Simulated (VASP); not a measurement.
# Cr: single point with RPBE

Crystal: Cr.

```
Cr
1.0
     2.61654    0.00000    0.00000
    -1.30827    2.26599    0.00000
     0.00000    0.00000    9.19508
Cr
4
Direct
  0.00000 0.00000 0.00000
  0.00000 0.00000 0.50000
  0.33333 0.66667 0.25000
  0.66667 0.33333 0.75000
```

This isn't the form of Cr at room conditions, which is bcc.

- Program: VASP 6.6.1
- Task: single point
- Functional: RPBE
- Potentials or basis: VASP PAW PBE potentials, release 64 (Cr_pv)
- Cutoff: 520 eV
- k mesh: 19 × 19 × 5
- Occupations: fermi-dirac, width 0.1 eV
- Spin: no spin polarisation

```json
{
  "Pressure": "-19.8 GPa",
  "Band gap on the k mesh": "zero (bands 24 and 25 overlap by 1.06 eV)"
}
```

Stress tensor (GPa, compression positive):
```
-20.44   0.00   0.00
  0.00 -20.44   0.00
  0.00   0.00 -18.64
```

Levels at points of the mesh, in eV from the Fermi level:
```
           k point  band 22  band 23  band 24  band 25  band 26  band 27
(0.00, 0.00, 0.00)    -0.28    -0.28    -0.19    -0.13    -0.13    -0.05
```

It took 87 s on 1 thread of Intel(R) Xeon(R) 6975P-C (Granite Rapids) (shared host), peak memory 0.27 GiB.

Caveat: the cell stands under tension; the PAW data sets were made with another functional, which shifts forces and pressure a little; the run has no spin polarisation, though such a crystal can be magnetic. Spin polarisation is off, so any magnetic state and its effect on volume and gap are missing.
